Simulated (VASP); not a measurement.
# KI in VASP: a series of runs, part 2 of 2

VASP 6.6.1. The steps go on from the part before.

### Step 3. Electric field gradients, PBE (atom 1 (K) moved by [0.12, 0.0, 0.0] A)

INCAR

```
SYSTEM = KI
  ALGO = Normal
  EDIFF = 1E-8
  ENCUT = 520
  GGA = PE
  ISIF = 2
  ISMEAR = -1
  LASPH = .TRUE.
  LCHARG = .FALSE.
  LEFG = .TRUE.
  LREAL = .FALSE.
  LWAVE = .FALSE.
  NBANDS = 15
  NELM = 100
  PREC = Accurate
  SIGMA = 0.02
```

KPOINTS

```
k-points
0
G
  6 6 6
  0 0 0
```

POSCAR

```
KI
1.0
    0.0000000000      3.5245500000      3.5245500000
    3.5245500000      0.0000000000      3.5245500000
    3.5245500000      3.5245500000      0.0000000000
K I
1 1
Direct
   -0.0170234498      0.0170234498      0.0170234498
    0.5000000000      0.5000000000      0.5000000000
```

Potentials or basis: VASP PAW PBE potentials, release 64 (K_sv, I).

Started as:

```sh
$ cat potpaw_PBE.64/K_sv/POTCAR potpaw_PBE.64/I/POTCAR > POTCAR
$ mpirun -np 1 vasp_std > vasp.out
```

OUTCAR:

```text
SYSTEM = KI
   EDIFF = 1E-8
   ENCUT = 520
   GGA = PE
   ISIF = 2
   ISMEAR = -1
   LASPH = .TRUE.
   LREAL = .FALSE.
   NELM = 100
   PREC = Accurate

 ion  position               nearest neighbor table
   1  0.983  0.017  0.017-   2 3.40   2 3.53   2 3.53   2 3.53   2 3.53   2 3.64
   2  0.500  0.500  0.500-   1 3.40   1 3.53   1 3.53   1 3.53   1 3.53   1 3.64

  LATTYP: Found a face centered cubic cell.
 ALAT       =     7.0491000000

  Lattice vectors:

 A1 = (   0.0000000000,   3.5245500000,   3.5245500000)
[... 645 lines left out ...]
  ---------------------------------------------------
  free  energy   TOTEN  =        -5.5455465389 eV

  energy  without entropy=       -5.5455465389  energy(sigma->0) =       -5.54554654

 Electric field gradients (V/A^2)
---------------------------------------------------------------------
 ion       V_xx      V_yy      V_zz      V_xy      V_xz      V_yz
---------------------------------------------------------------------
   1      -0.664     0.332     0.332    -0.000    -0.000    -0.000
   2      -2.628     1.314     1.314    -0.000    -0.000    -0.000
---------------------------------------------------------------------

 Electric field gradients after diagonalization (V/A^2)
 (convention: |V_zz| > |V_xx| > |V_yy|)
----------------------------------------------------------------------
 ion       V_xx      V_yy      V_zz     asymmetry (V_yy - V_xx)/ V_zz
----------------------------------------------------------------------
   1       0.332     0.332    -0.664       0.001
   2       1.314     1.314    -2.628       0.000
----------------------------------------------------------------------

           NMR quadrupolar parameters

 Cq : quadrupolar parameter    Cq=e*Q*V_zz/h
 eta: asymmetry parameters     (V_yy - V_xx)/ V_zz
 Q  : nuclear electric quadrupole moment in mb (millibarn)
----------------------------------------------------------------------
 ion       Cq(MHz)       eta       Q (mb)
----------------------------------------------------------------------
   1      -0.002       0.001       1.000
   2      -0.006       0.000       1.000
----------------------------------------------------------------------
```

OSZICAR:

```text
N       E                     dE             d eps       ncg     rms          rms(c)
DAV:   1     0.862884398598E+02    0.86288E+02   -0.64371E+03   900   0.895E+02
DAV:   2     0.289322596418E+00   -0.85999E+02   -0.80025E+02  1167   0.210E+02
DAV:   3    -0.524887123425E+01   -0.55382E+01   -0.55082E+01  1331   0.459E+01
DAV:   4    -0.562391231220E+01   -0.37504E+00   -0.37488E+00  1410   0.101E+01
DAV:   5    -0.562596239908E+01   -0.20501E-02   -0.20500E-02  1298   0.847E-01    0.313E+00
DAV:   6    -0.554359917207E+01    0.82363E-01   -0.93438E-02  1152   0.179E+00    0.223E+00
DAV:   7    -0.553990527709E+01    0.36939E-02   -0.11403E-01  1243   0.171E+00    0.791E-01
DAV:   8    -0.554493427692E+01   -0.50290E-02   -0.12352E-02   973   0.727E-01    0.132E-01
DAV:   9    -0.554537871673E+01   -0.44444E-03   -0.91111E-04  1257   0.177E-01    0.737E-02
DAV:  10    -0.554550444062E+01   -0.12572E-03   -0.12370E-04  1050   0.630E-02    0.198E-02
DAV:  11    -0.554554642419E+01   -0.41984E-04   -0.56723E-05  1033   0.438E-02    0.194E-02
DAV:  12    -0.554554621067E+01    0.21352E-06   -0.29683E-06  1250   0.133E-02    0.944E-03
DAV:  13    -0.554554636433E+01   -0.15367E-06   -0.41821E-07  1103   0.340E-03    0.359E-03
DAV:  14    -0.554554660675E+01   -0.24242E-06   -0.21718E-07  1222   0.234E-03    0.875E-04
DAV:  15    -0.554554649077E+01    0.11597E-06   -0.25670E-08  1137   0.114E-03    0.924E-04
DAV:  16    -0.554554652469E+01   -0.33916E-07   -0.15096E-09   989   0.246E-04    0.295E-04
DAV:  17    -0.554554653590E+01   -0.11210E-07   -0.49801E-10   793   0.140E-04    0.113E-04
DAV:  18    -0.554554653890E+01   -0.30032E-08   -0.82055E-11   646   0.636E-05
   1 F= -.55455465E+01 E0= -.55455465E+01  d E =-.263404E-11
```

Run time: 88 s. Hardware: 1 thread of AMD EPYC 7R43 (Zen 3), shared host; peak memory 0.21 GiB.

Results:

```yaml
Free_energy: -5.5455 eV
Pressure: 0.8 GPa
Largest_force: 0.141 eV/Å
Band_gap_on_the_k_mesh: 3.98 eV, direct
```

Forces in eV/Å, atoms in the order of the input:
```
K   -0.141  0.000  0.000
I    0.141  0.000  0.000
```

Stress tensor (GPa, compression positive):
```
0.92 0.00 0.00
0.00 0.69 0.00
0.00 0.00 0.69
```

Levels at points of the mesh, in eV from the valence-band top:
| k point | band 5 | band 6 | band 7 | band 8 | band 9 | band 10 | band 11 | band 12 |
| --- | --- | --- | --- | --- | --- | --- | --- | --- |
| (0.00, 0.00, 0.00) | -10.51 | 0.00 | 0.00 | 0.00 | 3.98 | 6.50 | 6.51 | 6.51 |
| (0.50, 0.00, 0.00) | -10.22 | -1.33 | -0.34 | -0.34 | 5.53 | 7.70 | 8.15 | 8.17 |
| (0.50, 0.50, 0.00) | -10.36 | -1.00 | -0.37 | -0.37 | 4.94 | 5.78 | 8.11 | 8.74 |
| (0.00, 0.50, 0.50) | -10.36 | -1.00 | -0.37 | -0.37 | 4.93 | 5.79 | 8.12 | 8.47 |

Electric field gradients, principal values (V/Å²):
| atom | least | middle | greatest (by size) |
| --- | --- | --- | --- |
| 1 K | 0.332 | 0.332 | -0.664 |
| 2 I | 1.314 | 1.314 | -2.628 |

Caveat: the cell differs from its parent crystal (atom 1 (K) moved by [0.12, 0.0, 0.0] A); without QUAD_EFG the Cq values of the log hold for a quadrupole moment of 1 mb, not for the nuclei; spin-orbit coupling is left out, which moves the levels of the heavy elements.

### Step 4. Electric field gradients, PBE (xy shear strain of +2 %)

INCAR

```
SYSTEM = KI
PREC = Accurate
ENCUT = 520
EDIFF = 1E-8
ISMEAR = -1
SIGMA = 0.02
LREAL = .False.
LASPH = .True.
NELM = 100
ALGO = Normal
ISIF = 2
LWAVE = .False.
LCHARG = .False.
GGA = PE
LEFG = .True.
NBANDS = 15
```

KPOINTS

```
regular mesh
0
Gamma
  6 6 6
  0 0 0
```

POSCAR

```
KI
1.0
    0.0352455000      3.5245500000      3.5245500000
    3.5245500000      0.0352455000      3.5245500000
    3.5597955000      3.5597955000      0.0000000000
K I
1 1
Direct
    0.0000000000      0.0000000000      0.0000000000
    0.5000000000      0.5000000000      0.5000000000
```

Potentials or basis: VASP PAW PBE potentials, release 64 (K_sv, I).

Started as:

```sh
$ cat potpaw_PBE.64/K_sv/POTCAR potpaw_PBE.64/I/POTCAR > POTCAR
$ mpirun -np 1 vasp_std > vasp.out
```

OUTCAR:

```text
SYSTEM = KI
   PREC = Accurate
   ENCUT = 520
   EDIFF = 1E-8
   ISMEAR = -1
   LREAL = .False.
   LASPH = .True.
   NELM = 100
   ISIF = 2
   GGA = PE

 ion  position               nearest neighbor table
   1  0.000  0.000  0.000-   2 3.52   2 3.52   2 3.52   2 3.52   2 3.52   2 3.52
   2  0.500  0.500  0.500-   1 3.52   1 3.52   1 3.52   1 3.52   1 3.52   1 3.52

  LATTYP: Found a body centered orthorhombic cell.
 ALAT       =     4.9346217471
 B/A-ratio  =     1.0202020202
 C/A-ratio  =     1.4284985479

  Lattice vectors:

 A1 = (   3.5245500000,   0.0352455000,  -3.5245500000)
 A2 = (  -3.5245500000,  -0.0352455000,  -3.5245500000)
 A3 = (   0.0352455000,   3.5245500000,   3.5245500000)

Analysis of symmetry for initial positions (statically):
=====================================================================
 Subroutine PRICEL returns:
 Original cell was already a primitive cell.

 Routine SETGRP: Setting up the symmetry group for a
 body centered orthorhombic supercell.

 Subroutine GETGRP returns: Found  8 space group operations
 (whereof  8 operations were pure point group operations)
 out of a pool of  8 trial point group operations.

The static configuration has the point symmetry D_2h.

Analysis of symmetry for dynamics (positions and initial velocities):
=====================================================================
 Subroutine PRICEL returns:
 Original cell was already a primitive cell.

 Routine SETGRP: Setting up the symmetry group for a
 body centered orthorhombic supercell.

 Subroutine GETGRP returns: Found  8 space group operations
 (whereof  8 operations were pure point group operations)
 out of a pool of  8 trial point group operations.

The dynamic configuration has the point symmetry D_2h.

 Subroutine INISYM returns: Found  8 space group operations
 (whereof  8 operations are pure point group operations),
 and found     1 'primitive' translations

----------------------------------------------------------------------------------------

                                     Primitive cell

  volume of cell :      87.5584

  direct lattice vectors                    reciprocal lattice vectors
     0.035245500  3.524550000  3.524550000    -0.143295032  0.143295032  0.141862082
     3.524550000  0.035245500  3.524550000     0.143295032 -0.143295032  0.141862082
     3.559795500  3.559795500  0.000000000     0.140457507  0.140457507 -0.141862082

  length of vectors
     4.984591021  4.984591021  5.034311075     0.247369729  0.247369729  0.244093164

  position of ions in fractional coordinates (direct lattice)
     0.000000000  0.000000000  0.000000000
     0.500000000  0.500000000  0.500000000

  ion indices of the primitive-cell ions
   primitive index   ion index
                 1           1
                 2           2

----------------------------------------------------------------------------------------

 KPOINTS: regular mesh

Automatic generation of k-mesh.
 Grid dimensions read from file:
 generate k-points for:    6    6    6

 Generating k-lattice:

[... 82 lines left out ...]
  volume/ion in A,a.u.               =      43.78       295.44
  Fermi-wavevector in a.u.,A,eV,Ry     =   0.929000  1.755555 11.742381  0.863041
  Thomas-Fermi vector in A             =   2.055236
   LORBIT       =      0    0 simple, 1 ext, 2 COOP (PROOUT), +10 PAW based schemes
   GGA     = PE    functional components
   LHFCALC =     F    Hartree Fock is set to
   AEXX    =    0.0000 exact exchange contribution
   IVDW    =     0    specifies the selected vdW correction
   LEPSILON=     F    determine dielectric tensor
   LRPA    =     F    only Hartree local field effects (RPA)
 non-spin polarized calculation
  energy-cutoff  :      520.00
  volume of cell :       87.56
 maximum number of plane-waves:      2377
 NGX is ok and might be reduce to    40
   NGX = 19   NGY = 19   NGZ = 19

 number of electron      15.9999999 magnetization

 Free energy of the ion-electron system (eV)
  ---------------------------------------------------
  ext. energy  EPLUGINS =         0.00000000
  ---------------------------------------------------
  free energy    TOTEN  =        -5.55339121 eV

  energy without entropy =       -5.55339121  energy(sigma->0) =       -5.55339121

 E-fermi :   0.0809     XC(G=0):  -7.2054

 val. band max:       -0.3514788189   @ k =   0.0000   0.0000   0.0000
 cond. band min:       3.6001653466   @ k =   0.0000   0.0000   0.0000
 fundamental gap:      3.9516441655
 Fermi energy:         0.0809436912

 k-point     1 :       0.0000    0.0000    0.0000
  band No.  band energies     occupation
      1     -28.8686      2.00000
      2     -12.3582      2.00000
      3     -12.3572      2.00000
      4     -12.3561      2.00000
      5     -10.8907      2.00000
      6      -0.4033      2.00000
      7      -0.3785      2.00000
      8      -0.3515      2.00000
      9       3.6002      0.00000
     10       6.0422      0.00000
     11       6.1168      0.00000
     12       6.1902      0.00000
     13       6.8374      0.00000
     14       6.8398      0.00000
[... 401 lines left out ...]
      2     -12.4209      2.00000
      3     -12.3824      2.00000
      4     -12.3726      2.00000
      5     -10.7078      2.00000
      6      -1.3591      2.00000
      7      -0.9250      2.00000
      8      -0.7057      2.00000
      9       4.9502      0.00000
     10       5.8442      0.00000
     11       7.3812      0.00000
     12       7.8377      0.00000
     13       8.5469      0.00000
     14       8.9584      0.00000
     15       9.4378      0.00000

 [... further k-points ...]

------------------------ aborting loop because EDIFF is reached ----------------------------------------

  FORCE on cell =-STRESS in cart. coord.  units (eV):
  Direction    XX          YY          ZZ          XY          YZ          ZX
  --------------------------------------------------------------------------------------
  -------------------------------------------------------------------------------------
  Total        0.3868683      0.3868683      0.3858010     -0.0384670      0.0000000      0.0000000
  in kB        7.0790685      7.0790685      7.0595393     -0.7038842      0.0000000      0.0000000
  external PRESSURE =       7.0725588 kB  Pullay stress =       0.0000000 kB

 VOLUME and BASIS-vectors are now :
 -----------------------------------------------------------------------------
  energy-cutoff  :      520.00
  volume of cell :       87.56
      direct lattice vectors                 reciprocal lattice vectors
     0.035245500  3.524550000  3.524550000    -0.143295032  0.143295032  0.141862082
     3.524550000  0.035245500  3.524550000     0.143295032 -0.143295032  0.141862082
     3.559795500  3.559795500  0.000000000     0.140457507  0.140457507 -0.141862082

 POSITION                                       TOTAL-FORCE (eV/Angst)
 -----------------------------------------------------------------------------------
      0.00000      0.00000      0.00000         0.000000      0.000000      0.000000
      3.55980      3.55980      3.52455        -0.000000     -0.000000      0.000000
 -----------------------------------------------------------------------------------
    total drift:                                0.000000     -0.000000     -0.000000

  FREE ENERGIE OF THE ION-ELECTRON SYSTEM (eV)
  ---------------------------------------------------
  free  energy   TOTEN  =        -5.5533912079 eV

  energy  without entropy=       -5.5533912079  energy(sigma->0) =       -5.55339121

 Electric field gradients (V/A^2)
---------------------------------------------------------------------
 ion       V_xx      V_yy      V_zz      V_xy      V_xz      V_yz
---------------------------------------------------------------------
   1       0.008     0.008    -0.016    -0.733    -0.000    -0.000
   2      -0.045    -0.045     0.089     5.221    -0.000    -0.000
---------------------------------------------------------------------

 Electric field gradients after diagonalization (V/A^2)
 (convention: |V_zz| > |V_xx| > |V_yy|)
----------------------------------------------------------------------
 ion       V_xx      V_yy      V_zz     asymmetry (V_yy - V_xx)/ V_zz
----------------------------------------------------------------------
   1      -0.725    -0.016     0.741       0.956
   2       5.176     0.089    -5.265       0.966
----------------------------------------------------------------------

           NMR quadrupolar parameters

 Cq : quadrupolar parameter    Cq=e*Q*V_zz/h
 eta: asymmetry parameters     (V_yy - V_xx)/ V_zz
 Q  : nuclear electric quadrupole moment in mb (millibarn)
----------------------------------------------------------------------
 ion       Cq(MHz)       eta       Q (mb)
----------------------------------------------------------------------
   1       0.002       0.956       1.000
   2      -0.013       0.966       1.000
----------------------------------------------------------------------
```

OSZICAR:

```text
N       E                     dE             d eps       ncg     rms          rms(c)
DAV:   1     0.897312738644E+02    0.89731E+02   -0.64989E+03  1380   0.911E+02
DAV:   2     0.127892169521E-01   -0.89718E+02   -0.84132E+02  1773   0.213E+02
DAV:   3    -0.533715943001E+01   -0.53499E+01   -0.53273E+01  1901   0.455E+01
DAV:   4    -0.563136735399E+01   -0.29421E+00   -0.29411E+00  2300   0.935E+00
DAV:   5    -0.563307135662E+01   -0.17040E-02   -0.17040E-02  1922   0.742E-01    0.309E+00
DAV:   6    -0.555140963176E+01    0.81662E-01   -0.92716E-02  1765   0.177E+00    0.221E+00
DAV:   7    -0.554776668308E+01    0.36429E-02   -0.11238E-01  1898   0.170E+00    0.785E-01
DAV:   8    -0.555276466963E+01   -0.49980E-02   -0.12138E-02  1515   0.717E-01    0.132E-01
DAV:   9    -0.555323164053E+01   -0.46697E-03   -0.90566E-04  1919   0.177E-01    0.753E-02
DAV:  10    -0.555334769045E+01   -0.11605E-03   -0.11521E-04  1659   0.594E-02    0.201E-02
DAV:  11    -0.555339111021E+01   -0.43420E-04   -0.57844E-05  1639   0.442E-02    0.195E-02
DAV:  12    -0.555339088882E+01    0.22139E-06   -0.28834E-06  1891   0.131E-02    0.967E-03
DAV:  13    -0.555339103169E+01   -0.14287E-06   -0.45345E-07  1695   0.348E-03    0.349E-03
DAV:  14    -0.555339126840E+01   -0.23671E-06   -0.22868E-07  1856   0.234E-03    0.927E-04
DAV:  15    -0.555339116426E+01    0.10414E-06   -0.21600E-08  1806   0.101E-03    0.925E-04
DAV:  16    -0.555339119623E+01   -0.31971E-07   -0.16718E-09  1439   0.231E-04    0.249E-04
DAV:  17    -0.555339120867E+01   -0.12436E-07   -0.57375E-10  1257   0.145E-04    0.370E-05
DAV:  18    -0.555339120786E+01    0.80854E-09   -0.67053E-11   963   0.587E-05
   1 F= -.55533912E+01 E0= -.55533912E+01  d E =-.250098E-11
```

It took 2.1 min on 1 thread of AMD EPYC 7R43 (Zen 3), shared host; peak memory 0.22 GiB.

What came out:

```yaml
Free_energy: -5.5534 eV
Pressure: 0.7 GPa
Band_gap_on_the_k_mesh: 3.95 eV, direct
```

Electric field gradients, principal values (V/Å²):
```tsv
atom	least	middle	greatest (by size)
1 K	-0.016	-0.725	0.741
2 I	0.089	5.176	-5.265
```

Caveat: the cell differs from its parent crystal (xy shear strain of +2 %); without QUAD_EFG the Cq values of the log hold for a quadrupole moment of 1 mb, not for the nuclei; spin-orbit coupling is left out, which moves the levels of the heavy elements.

### Step 5. Summary

| cell | gap on the mesh (eV) | pressure (GPa) |
| --- | --- | --- |
| a = 5.024, b = 5.024, c = 4.911 Å, angles 60.7, 60.7, 58.5°, 2 atoms | 3.97 | 0.8 |
| a = 4.984 Å, angles 60.0°, 2 atoms | 3.98 | 0.8 |
| a = 4.985, b = 4.985, c = 5.034 Å, angles 59.7, 59.7, 59.3°, 2 atoms | 3.95 | 0.7 |

Alike in all rows: task electric field gradients; level PBE; potentials or basis VASP PAW PBE potentials, release 64 (K_sv, I); no spin polarisation; k mesh 6 × 6 × 6; cutoff (eV) 520; smearing fermi-dirac 0.02 eV.

Caveats: spin-orbit coupling is left out, which moves the levels of the heavy elements.

Absolute energies hang on the potentials; compare differences alone.
